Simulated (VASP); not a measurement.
Set up this calculation in VASP 6.6.1, as the native input.

* Task: single point
* Functional: PBEsol
* Potentials or basis: VASP PAW PBE potentials, release 64 (Ti_sv)
* Cutoff: 550 eV
* k mesh: 17 × 17 × 5
* Occupations: gaussian, width 0.15 eV
* Spin: no spin polarisation
* Dipole correction: no
* Second try: not_converged
* Further INCAR settings: ALGO = All; EDIFF = 1e-06; NBANDS = 32

The structure of Ti lies in POSCAR:

```
Ti
1.0
   -1.6410000000      1.6410000000     -1.6410000000
   -1.6410000000     -1.6410000000      1.6410000000
    0.0000000000      7.6246601718      7.6246601718
Ti
4
Direct
    0.0000000000      0.0000000000      0.7532794735
    0.5000000000      0.5000000000      0.1076113534
    0.0000000000      0.0000000000      0.3228340601
    0.5000000000      0.5000000000      0.5380567668
```

This cell differs from its parent crystal: the distance across one plane changed.

One way to write it, as run:

INCAR

```
PREC = Accurate
ENCUT = 550
EDIFF = 1E-6
ISMEAR = 0
SIGMA = 0.15
LREAL = False
LASPH = True
NELM = 300
ALGO = All
ISIF = 2
LWAVE = False
LCHARG = False
GGA = PS
NBANDS = 32
GGA_COMPAT = False
ISEARCH = 1
KPAR = 4
```

KPOINTS

```
Automatic mesh
0
Gamma
  17 17 5
```

Potentials or basis: VASP PAW PBE potentials, release 64 (Ti_sv).

The run is started by

```console
$ cat potpaw_PBE.64/Ti_sv/POTCAR > POTCAR
$ mpirun -np 4 vasp_std > vasp.out
```

Results of the run:

| Quantity | Value |
| --- | --- |
| Pressure | -10.4 GPa |
| Largest force | 0.467 eV/Å |
| Band gap on the k mesh | zero (bands 24 and 25 overlap by 0.90 eV) |

Caveat: the cell differs from its parent crystal (the distance across one plane changed); the cell stands under tension; the PAW data sets were made with another functional, which shifts forces and pressure a little.

It took 8.6 min on 4 MPI ranks on AMD EPYC 7R43 64-Core Processor (Zen 3), on a shared host, peak memory 1.1 GiB a rank.
